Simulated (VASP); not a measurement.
## AgCl: single point with r2SCAN

Crystal: AgCl.

```
Ag Cl
1.0
     3.39559    0.06146    0.00000
     0.06146    3.39559    0.00000
     0.00000    0.00000    3.39559
Ag Cl
1 1
Cartesian
  0.0000 0.0000 0.0000
  1.7285 1.7285 1.6978
```

This cell differs from its parent crystal: shear xy strain +3.6%.

```json
{
 "Program": "VASP 6.6.1",
 "Task": "single point",
 "Functional": "r2SCAN",
 "Potentials or basis": "VASP PAW PBE potentials, release 64 (Ag, Cl)",
 "Cutoff": "520 eV",
 "k mesh": "8 × 8 × 8",
 "Occupations": "gaussian, width 0.01 eV",
 "Spin": "no spin polarisation"
}
```

The pressure is -0.1 GPa and the band gap on the k mesh is 1.07 eV (least direct gap 2.79 eV).

Stress tensor (GPa, compression positive):
```
-0.08  0.37  0.00
 0.37 -0.08  0.00
 0.00  0.00 -0.07
```

Levels at points of the mesh, in eV from the valence-band top:
| k point | band 5 | band 6 | band 7 | band 8 | band 9 | band 10 | band 11 | band 12 | band 13 | band 14 |
| --- | --- | --- | --- | --- | --- | --- | --- | --- | --- | --- |
| (0.00, 0.00, 0.00) | -1.97 | -1.95 | -1.88 | -1.80 | -1.72 | 1.07 | 9.85 | 9.85 | 14.50 | 14.78 |
| (0.50, 0.00, 0.00) | -2.79 | -1.91 | -1.59 | -0.13 | -0.12 | 5.50 | 6.16 | 9.74 | 10.57 | 10.66 |
| (0.50, 0.50, 0.00) | -2.27 | -2.27 | -2.25 | -1.65 | -1.14 | 3.16 | 9.52 | 9.94 | 11.20 | 14.17 |
| (0.00, 0.00, 0.50) | -2.80 | -1.92 | -1.58 | -0.25 | 0.00 | 5.52 | 6.15 | 9.80 | 10.48 | 10.68 |
| (0.50, 0.00, 0.50) | -2.29 | -2.27 | -2.23 | -1.65 | -1.14 | 3.15 | 9.72 | 9.74 | 11.19 | 14.28 |
| (0.50, 0.50, 0.50) | -1.64 | -1.63 | -0.38 | -0.29 | -0.20 | 4.99 | 5.16 | 5.32 | 7.50 | 18.57 |

Run time: 3.9 min on 1 thread of Intel(R) Xeon(R) Platinum 8259CL CPU @ 2.50GHz (Skylake/Cascade Lake), on a shared host, peak memory 0.21 GiB.

Caveat: the cell differs from its parent crystal (shear xy strain +3.6%); the PAW data sets were made with another functional, which shifts forces and pressure a little. A k mesh can miss the band edges.
